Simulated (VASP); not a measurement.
Here is a VASP 6.6.1 calculation.

File INCAR:

```
SYSTEM = Hf
PREC = Accurate ; ENCUT = 520
EDIFF = 1E-6 ; ISMEAR = -1
SIGMA = 0.1 ; LREAL = .False.
LASPH = .True. ; NELM = 60
ALGO = Normal ; ISIF = 2
LWAVE = .False. ; LCHARG = .False.
GGA = PE ; NBANDS = 17
```

KPOINTS

```
regular mesh
0
Gamma
  19 19 10
  0 0 0
```

Contents of POSCAR:

```
Hf
1.0
    3.2877768626      0.0000000000      0.0000000000
   -1.6438884313      2.8472982850      0.0000000000
    0.0000000000      0.0000000000      5.2056677293
Hf
2
Direct
    0.3333333333      0.6666666667      0.2500000000
    0.6666666667      0.3333333333      0.7500000000
```

Potentials or basis: VASP PAW PBE potentials, release 64 (Hf_pv).

The run is started by

```console
$ cat potpaw_PBE.64/Hf_pv/POTCAR > POTCAR
$ mpirun -np 1 vasp_std > vasp.out
```

Question: What does it give for the band gap on the k mesh?

Answer: Zero (bands 10 and 11 overlap by 1.53 eV).

Question: What does it give for the pressure?

Answer: -7.7 GPa.

Stress tensor (GPa, compression positive):
```
-7.55  0.00  0.00
 0.00 -7.55  0.00
 0.00  0.00 -7.87
```

Caveat: the cell stands under tension; spin-orbit coupling is left out, which moves the levels of the heavy elements.
